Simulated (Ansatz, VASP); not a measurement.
B4MoRu: VASP beside Ansatz

```
CELL_PARAMETERS angstrom
0.00000 3.08593 3.08593
3.08593 0.00000 3.08593
3.08593 3.08593 0.00000
ATOMIC_POSITIONS crystal
B 0.12375 0.62542 0.62542
B 0.62542 0.12375 0.62542
B 0.62542 0.62542 0.12375
B 0.62542 0.62542 0.62542
Mo 0.00000 0.00000 0.00000
Ru 0.25000 0.25000 0.25000
```

Change from the starting cell: species swapped into the TbInPt4 type (F-43m, No. 216).

Alike in both runs: task relaxation of cell and atoms; functional PBE; k mesh 6 × 6 × 6; occupations gaussian, width 0.1 eV; no spin polarisation.

```csv
,VASP,Ansatz
version,VASP 6.6.1,Ansatz 0.2.0
potentials or method,"VASP PAW PBE potentials, release 64 (B, Mo_sv, Ru_pv), cutoff 600 eV","scalar-relativistic, plane waves, PAW"
valence electrons in the cell,40,42
```

```csv
,VASP,Ansatz,Ansatz less VASP
"gap on the k mesh at the Fermi level, each at its own relaxed structure (eV)",none,none,-
relaxed volume (Å³/atom),8.62,8.61,-0.009
relaxed length of the cell vector where the two differ most in proportion (Å),4.182,4.181,-0.0014
```

A gap of «none» marks a metal or a gap that the smearing closes. VASP's potentials hold 40 valence electrons a cell and Ansatz's 42, so a difference there can come from the potentials and not from the codes.
